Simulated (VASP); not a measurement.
C:

```
CELL_PARAMETERS angstrom
1.53533 -1.87623 0.00000
1.53533 1.87623 0.00000
0.00000 0.00000 4.63500
ATOMIC_POSITIONS crystal
C 0.20790 0.79210 0.66773
C 0.79210 0.20790 0.66773
C 0.79210 0.20790 0.33227
C 0.20790 0.79210 0.33227
C 0.29220 0.70780 0.00000
C 0.70780 0.29220 0.00000
```

```yaml
Program: VASP 6.6.1
Task: relaxation of cell and atoms
Functional: PBE
Potentials_or_basis: VASP PAW PBE potentials, release 64 (C)
Cutoff: 600 eV
k_mesh: 8 × 8 × 4
Occupations: gaussian, width 0.1 eV
Spin: no spin polarisation
```

At the start: pressure 145.0 GPa; volume 4.45 Å³/atom.

Problem. Where does the relaxation end?

Solution. Over 41 steps the energy falls by 2310.6 meV/atom and the volume is 6.84 Å³/atom (+53.7 %); space group Cmmm (No. 65, to 0.05 Å).

Step by step:
```tsv
step	energy change (eV)	largest force (eV/Å)	pressure (GPa)	volume (Å³)
1	0.0000	4.2915	145.03	26.70
3	-4.2779	1.7912	2.99	35.22
5	-4.8242	1.7300	-23.32	37.78
7	-5.7825	0.7665	1.89	35.52
9	-5.8171	4.2598	51.09	33.22
11	-6.2403	2.7674	30.06	34.16
13	-7.0961	6.1681	91.60	32.66
15	-7.8559	5.4422	114.07	33.30
17	-10.6201	2.8178	59.86	36.71
19	-12.0951	3.4149	1.95	42.72
21	-12.7521	1.6853	-8.88	43.67
23	-13.0091	1.2024	0.28	42.48
25	-13.4588	1.1240	0.33	41.52
27	-13.6422	2.7202	1.67	40.55
29	-13.7844	0.2446	2.07	40.16
31	-13.8482	0.3349	5.08	40.43
33	-13.8605	0.0792	2.10	40.85
35	-13.8627	0.0680	-0.54	41.13
37	-13.8630	0.0531	-0.29	41.11
39	-13.8634	0.0536	0.04	41.06
41	-13.8638	0.0199	0.12	41.05
```

Final structure:
```yaml
crystal:
  lattice:
    - [1.23440, -2.12112, 0.00000]
    - [1.23440, 2.12112, 0.00000]
    - [0.00000, 0.00000, 7.83808]
  atoms:
    - { symbol: C, position: [0.16611, 0.83389, 0.67322] }
    - { symbol: C, position: [0.83389, 0.16611, 0.67322] }
    - { symbol: C, position: [0.83389, 0.16611, 0.32678] }
    - { symbol: C, position: [0.16611, 0.83389, 0.32678] }
    - { symbol: C, position: [0.33344, 0.66656, 0.00000] }
    - { symbol: C, position: [0.66656, 0.33344, 0.00000] }
```

Caveat: the volume moved by over 15 % at a fixed basis, so the end points are rough.
